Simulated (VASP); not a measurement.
Write the native input for VASP 6.6.1 that does the following.

| Property | Result |
| --- | --- |
| Task | single point |
| Functional | LDA |
| Potentials or basis | VASP PAW LDA potentials, release 64 (Sr_sv, O) |
| Cutoff | 520 eV |
| k mesh | 9 × 9 × 4 |
| Occupations | gaussian, width 0.05 eV |
| Spin | no spin polarisation |
| Dipole correction | no |
| Further INCAR settings | ALGO = Normal; EDIFF = 1e-06; NBANDS = 24 |

The structure of SrO lies in POSCAR:

```
SrO
1.0
    3.5532880902      0.0000000000      0.0000000000
   -1.7766440451      3.0772377531      0.0000000000
    0.0000000000      0.0000000000      6.2173039800
Sr O
2 2
Direct
    0.3333333333      0.6666666667      0.2500000000
    0.6666666667      0.3333333333      0.7500000000
    0.0000000000      0.0000000000      0.0603155325
    0.0000000000      0.0000000000      0.5603155325
```

This cell differs from its parent crystal: all O atoms moved +0.375 Å, as atom 3 along Cartesian [0 0 1].

The input as run:

INCAR

```
PREC     = Accurate       # precision mode
ENCUT    = 520            # plane-wave cutoff, eV
EDIFF    = 1E-6           # SCF threshold, eV
ISMEAR   = 0              # smearing method
SIGMA    = 0.05           # smearing width, eV
LREAL    = False          # projectors in reciprocal space
LASPH    = True           # aspherical terms in the spheres
NELM     = 60             # most SCF steps
ALGO     = Normal         # electronic algorithm
ISIF     = 2              # what is computed and relaxed
LWAVE    = False          # write WAVECAR
LCHARG   = True           # write CHGCAR
GGA      = CA             # functional
LELF     = True           # ELF
LVHAR    = True         
NBANDS   = 24             # bands
```

KPOINTS

```
Automatic mesh
0
Gamma
  9 9 4
```

Potentials or basis: VASP PAW LDA potentials, release 64 (Sr_sv, O).

The run is started by

```sh
$ cat potpaw_LDA.64/Sr_sv/POTCAR potpaw_LDA.64/O/POTCAR > POTCAR
$ mpirun -np 1 vasp_std > vasp.out
```

It gave:

- Pressure: -0.4 GPa
- Largest force: 0.916 eV/Å
- Band gap on the k mesh: 3.24 eV, indirect (least direct gap 3.39 eV)

Caveat: the cell differs from its parent crystal (all O atoms moved +0.375 Å, as atom 3 along Cartesian [0 0 1]).

Wall time 26 s on 1 thread of Intel(R) Xeon(R) 6975P-C (Granite Rapids), with other jobs on the host, peak memory 0.18 GiB.
